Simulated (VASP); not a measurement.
Input of a VASP 6.6.1 run:

File POSCAR:

```
Cu3BiS4
1.0
    0.0000000000      5.5020763400      0.0000000000
    5.5020763400      0.0000000000      0.0000000000
    2.7510376600      2.7510376600     -5.5020763400
Bi S Cu
1 4 3
Direct
    0.0000000000      0.0000000000      0.0000000000
    0.3750000000      0.3750000000      0.7500000000
    0.6250000000      0.1250000000      0.2500000000
    0.8750000000      0.8750000000      0.7500000000
    0.1250000000      0.6250000000      0.2500000000
    0.7500000000      0.2500000000      0.5000000000
    0.2500000000      0.7500000000      0.5000000000
    0.5000000000      0.5000000000      0.0000000000
```

The input INCAR.step1:

```
ALGO = Normal
EDIFF = 1E-4
ENCUT = 520
GGA = PE
ISMEAR = -1
LASPH = T
LCHARG = F
LREAL = F
LWAVE = T
NBANDS = 46
NELM = 80
PREC = Accurate
SIGMA = 0.1
```

The input INCAR.step2:

```
ALGO = Normal
EDIFF = 1E-7
ENCUT = 520
ISIF = 2
ISMEAR = -1
ISTART = 1
LASPH = T
LCHARG = F
LMIXTAU = T
LREAL = F
LWAVE = F
METAGGA = R2SCAN
NBANDS = 46
NELM = 80
PREC = Accurate
SIGMA = 0.1
```

The input KPOINTS:

```
k-points
0
Gamma
  7 7 7
```

Potentials or basis: VASP PAW PBE potentials, release 64 (Bi_d, S, Cu).

Run with:

```sh
$ cat potpaw_PBE.64/Bi_d/POTCAR potpaw_PBE.64/S/POTCAR potpaw_PBE.64/Cu/POTCAR > POTCAR
$ cp INCAR.step1 INCAR
$ mpirun -np 1 vasp_std > vasp.out
$ cp INCAR.step2 INCAR
$ mpirun -np 1 vasp_std > vasp.out
```

(1) Estimate the largest force.

(2) Predict the band gap on the k mesh.

Answers

(1) 2.594 eV/Å.

(2) zero (filled and empty bands touch).

Caveat: the PAW data sets were made with another functional, which shifts forces and pressure a little; spin-orbit coupling is left out, which moves the levels of the heavy elements.
